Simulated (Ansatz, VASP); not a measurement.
## CoMo in VASP and in Ansatz

```xyz
2
Lattice="2.7391 0.0000 0.0000 -1.3696 2.3721 0.0000 0.0000 0.0000 4.2522" Properties=species:S:1:pos:R:3 pbc="T T T"
Co    1.3696    0.7907    2.1261
Mo    0.0000    1.5814    0.0000
```

Change from the starting cell: volume scaled by 1.05, LAPW.

Alike in both runs: task single point; functional LDA; k mesh 14 × 14 × 8; occupations fermi-dirac, width 0.05 eV; collinear spin.

|  | VASP | Ansatz |
| --- | --- | --- |
| version | VASP 6.6.1 | Ansatz 0.2.0 |
| potentials or method | VASP PAW LDA potentials, release 64 (Co, Mo_sv), cutoff 520 eV | all-electron LAPW, scalar-relativistic |

```csv
,VASP,Ansatz,Ansatz less VASP
pressure (GPa),-22.2,-22.6,-0.40
"traceless stress, the component that is largest in VASP (GPa)",-0.37,0.10,+0.473
net moment per atom (μB),0.21,0.23,+0.021
size of the moment on the site where the two differ most (μB),0.47,0.53,+0.062
```

LDA's correlation is that of Perdew and Zunger in VASP and of Perdew and Wang (1992) in Ansatz. Site moments also hang on the region over which each program counts them. Ansatz ran all-electron here, and VASP with PAW potentials.
